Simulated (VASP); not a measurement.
# Co (P6_3/mmc) in VASP: single point with LDA

Aim: the single point of Co with LDA.

Program: VASP 6.6.1. These are calculated values, not measurements. Logs are shortened: lines on timing, memory, paths and dates and some standing lists are left out, and cuts for length are marked.

### Step 1. The cell of the first run

It takes space group P6_3/mmc (No. 194, hexagonal). The conventional cell has a = 2.471 Å, b = 2.471 Å, c = 8.088 Å, α = 90.00°, β = 90.00°, γ = 120.00°. Co (site symmetry -3m) has 12 Co at 2.47 Å within 3.3 Å. Co (site symmetry -6m2) has 12 Co at 2.47 Å within 3.3 Å.

### Step 2. Single point, LDA, collinear spin, ferromagnetic start

Input file INCAR:

```
SYSTEM = Co
PREC = Accurate
ENCUT = 690
EDIFF = 1E-6
ISMEAR = -1
SIGMA = 0.1
LREAL = .FALSE.
LASPH = .TRUE.
NELM = 200
ALGO = Normal
ISIF = 2
LWAVE = .FALSE.
LCHARG = .FALSE.
ISPIN = 2
MAGMOM = 3.2 3.2 3.2 3.2
LORBIT = 11
LMAXMIX = 4
GGA = CA
NBANDS = 46
GGA_COMPAT = .FALSE.
```

Input file KPOINTS:

```
regular mesh
0
G
  5 5 2
  0 0 0
```

Input file POSCAR:

```
Co
1.0
    2.4705620000      0.0000000000      0.0000000000
   -1.2352810000      2.1395690000      0.0000000000
    0.0000000000      0.0000000000      8.0882340000
Co
4
Direct
    0.0000000000      0.0000000000      0.0000000000
    0.3333333333      0.6666666667      0.2500000000
    0.0000000000      0.0000000000      0.5000000000
    0.6666666667      0.3333333333      0.7500000000
```

Potentials or basis: VASP PAW LDA potentials, release 64 (Co_sv).

On the command line:

```sh
> cat potpaw_LDA.64/Co_sv/POTCAR > POTCAR
> mpirun -np 1 vasp_std > vasp.out
```

OUTCAR:

```text
SYSTEM = Co
   PREC = Accurate
   ENCUT = 690
   EDIFF = 1E-6
   ISMEAR = -1
   LREAL = .FALSE.
   LASPH = .TRUE.
   NELM = 200
   ISIF = 2
   ISPIN = 2
   LORBIT = 11
   GGA = CA

 ion  position               nearest neighbor table
   1  0.000  0.000  0.000-   2 2.47   4 2.47   4 2.47   2 2.47   4 2.47   2 2.47
   2  0.333  0.667  0.250-   1 2.47   3 2.47   1 2.47   3 2.47   1 2.47   3 2.47
   3  0.000  0.000  0.500-   2 2.47   4 2.47   4 2.47   2 2.47   4 2.47   2 2.47
   4  0.667  0.333  0.750-   1 2.47   3 2.47   1 2.47   3 2.47   1 2.47   3 2.47

  LATTYP: Found a hexagonal cell.
 ALAT       =     2.4705620000
 C/A-ratio  =     3.2738437651

  Lattice vectors:

 A1 = (   2.4705620000,   0.0000000000,   0.0000000000)
 A2 = (  -1.2352810000,   2.1395690000,   0.0000000000)
 A3 = (   0.0000000000,   0.0000000000,   8.0882340000)

Analysis of symmetry for initial positions (statically):
=====================================================================
 Subroutine PRICEL returns:
 Original cell was already a primitive cell.

 Routine SETGRP: Setting up the symmetry group for a
 hexagonal supercell.

 Subroutine GETGRP returns: Found 24 space group operations
 (whereof 12 operations were pure point group operations)
 out of a pool of 24 trial point group operations.

The static configuration has the point symmetry D_3d.
 The point group associated with its full space group is D_6h.

Analysis of symmetry for dynamics (positions and initial velocities):
=====================================================================
 Subroutine PRICEL returns:
 Original cell was already a primitive cell.

 Routine SETGRP: Setting up the symmetry group for a
 hexagonal supercell.

 Subroutine GETGRP returns: Found 24 space group operations
 (whereof 12 operations were pure point group operations)
 out of a pool of 24 trial point group operations.

The dynamic configuration has the point symmetry D_3d.
 The point group associated with its full space group is D_6h.

Analysis of structural, dynamic, and magnetic symmetry:
=====================================================================
 Subroutine PRICEL returns:
 Original cell was already a primitive cell.

 Routine SETGRP: Setting up the symmetry group for a
 hexagonal supercell.

 Subroutine GETGRP returns: Found 24 space group operations
 (whereof 12 operations were pure point group operations)
 out of a pool of 24 trial point group operations.

The overall configuration has the point symmetry D_3d.
 The point group associated with its full space group is D_6h.

 Subroutine INISYM returns: Found 24 space group operations
 (whereof 12 operations are pure point group operations),
 and found     1 'primitive' translations
[... 114 lines left out ...]
   LRPA    =     F    only Hartree local field effects (RPA)
 spin polarized calculation
  energy-cutoff  :      690.00
  volume of cell :       42.75
 maximum number of plane-waves:      1778
 NGX is ok and might be reduce to    24
   NGX = 11   NGY = 11   NGZ = 35

 number of electron      68.0000000 magnetization      12.8000000

 number of electron      68.0000033 magnetization       6.4600192

 Free energy of the ion-electron system (eV)
  ---------------------------------------------------
  ext. energy  EPLUGINS =         0.00000000
  ---------------------------------------------------
  free energy    TOTEN  =       -32.49335109 eV

  energy without entropy =      -32.32062296  energy(sigma->0) =      -32.40698702

 E-fermi :  11.7429     XC(G=0): -14.4150

 val. band max:       11.7336988453   @ k =   0.2000   0.2000   0.0000
 cond. band min:      11.7846101966   @ k =   0.2000   0.2000   0.5000
 fundamental gap:      0.0509113513
 Fermi energy:        11.7428990477

 spin component 1

 k-point     1 :       0.0000    0.0000    0.0000
  band No.  band energies     occupation
      1     -83.1349      1.00000
      2     -83.1077      1.00000
      3     -83.1009      1.00000
      4     -83.0736      1.00000
      5     -47.1194      1.00000
      6     -46.9618      1.00000
[... 479 lines left out ...]
     45      22.6173      0.00000
     46      22.6173      0.00000
 Fermi energy:        11.7428990477

 spin component 2

 k-point     1 :       0.0000    0.0000    0.0000
  band No.  band energies     occupation
      1     -81.2661      1.00000
      2     -81.2355      1.00000
      3     -81.2316      1.00000
      4     -81.2009      1.00000
      5     -45.3199      1.00000
      6     -45.1419      1.00000
[... 479 lines left out ...]
     45      23.2120      0.00000
     46      23.2120      0.00000

------------------------ aborting loop because EDIFF is reached ----------------------------------------

  FORCE on cell =-STRESS in cart. coord.  units (eV):
  Direction    XX          YY          ZZ          XY          YZ          ZX
  --------------------------------------------------------------------------------------
  -------------------------------------------------------------------------------------
  Total       -3.4053173     -3.4053158     -4.8563170      0.0000000      0.0000000      0.0000000
  in kB     -127.6122602   -127.6122061   -181.9876210      0.0000000      0.0000000      0.0000000
  external PRESSURE =    -145.7373624 kB  Pullay stress =       0.0000000 kB

 VOLUME and BASIS-vectors are now :
 -----------------------------------------------------------------------------
  energy-cutoff  :      690.00
  volume of cell :       42.75
      direct lattice vectors                 reciprocal lattice vectors
     2.470562000  0.000000000  0.000000000     0.404766203  0.233691926  0.000000000
    -1.235281000  2.139569000  0.000000000     0.000000000  0.467383852  0.000000000
     0.000000000  0.000000000  8.088234000     0.000000000  0.000000000  0.123636383

 POSITION                                       TOTAL-FORCE (eV/Angst)
 -----------------------------------------------------------------------------------
      0.00000      0.00000      0.00000        -0.000000      0.000000      0.000000
     -0.00000      1.42638      2.02206         0.000000      0.000000      0.000000
      0.00000      0.00000      4.04412        -0.000000      0.000000      0.000000
      1.23528      0.71319      6.06618        -0.000000     -0.000000     -0.000000
 -----------------------------------------------------------------------------------
    total drift:                               -0.000000      0.000000      0.000000

  FREE ENERGIE OF THE ION-ELECTRON SYSTEM (eV)
  ---------------------------------------------------
  free  energy   TOTEN  =       -32.4933510862 eV

  energy  without entropy=      -32.3206229601  energy(sigma->0) =      -32.40698702

 total charge

# of ion       s       p       d       tot
------------------------------------------
    1        2.251   6.122   6.707  15.080
    2        2.252   6.124   6.700  15.076
    3        2.251   6.122   6.707  15.080
    4        2.252   6.124   6.700  15.076
--------------------------------------------------
tot          9.006  24.492  26.814  60.312

 magnetization (x)

# of ion       s       p       d       tot
------------------------------------------
    1       -0.003  -0.006   1.643   1.634
    2       -0.003  -0.007   1.646   1.635
    3       -0.003  -0.006   1.643   1.634
    4       -0.003  -0.007   1.646   1.635
--------------------------------------------------
tot         -0.013  -0.027   6.577   6.538
```

stdout:

```text
POSCAR found type information on POSCAR Co
 POSCAR found :  1 types and       4 ions
 scaLAPACK will be used
 LDA part: xc-table for (Slater(with rela. corr.)+CA(PZ))
 , standard interpolation
 POSCAR, INCAR and KPOINTS ok, starting setup
 FFT: planning ... GRIDC
 FFT: planning ... GRID_SOFT
 FFT: planning ... GRID
 WAVECAR not read
 entering main loop
```

It took 33 s on 1 thread of Intel Xeon Platinum 8559C (Emerald Rapids), shared host; peak memory 0.19 GiB.

Results:

- Free energy: -32.4934 eV
- Pressure: -14.6 GPa
- Net moment: 6.46 μB per cell
- Site moments: Co +1.63, +1.64 (each value once) μB
- Valence electrons inside the program's atomic spheres: Co 15.08

Levels at points of the mesh, in eV from the Fermi level:
Spin up:
| k point | band 34 | band 35 | band 36 | band 37 | band 38 | band 39 | band 40 | band 41 | band 42 | band 43 |
| --- | --- | --- | --- | --- | --- | --- | --- | --- | --- | --- |
| (0.00, 0.00, 0.00) | -1.24 | -1.24 | -0.95 | -0.95 | -0.54 | -0.54 | -0.28 | 6.38 | 14.84 | 14.84 |
| (0.00, 0.00, 0.50) | -1.41 | -1.41 | -1.41 | -0.72 | -0.72 | -0.72 | -0.72 | 9.34 | 9.34 | 20.83 |
Spin down:
| k point | band 27 | band 28 | band 29 | band 30 | band 31 | band 32 | band 33 | band 34 |
| --- | --- | --- | --- | --- | --- | --- | --- | --- |
| (0.00, 0.00, 0.00) | -1.09 | -0.80 | -0.80 | -0.75 | -0.75 | -0.10 | 0.07 | 0.07 |
| (0.00, 0.00, 0.50) | -1.01 | -1.01 | -0.89 | -0.89 | -0.89 | -0.89 | 0.26 | 0.26 |

Caveat: the k points lie up to 0.59 Å⁻¹ apart.
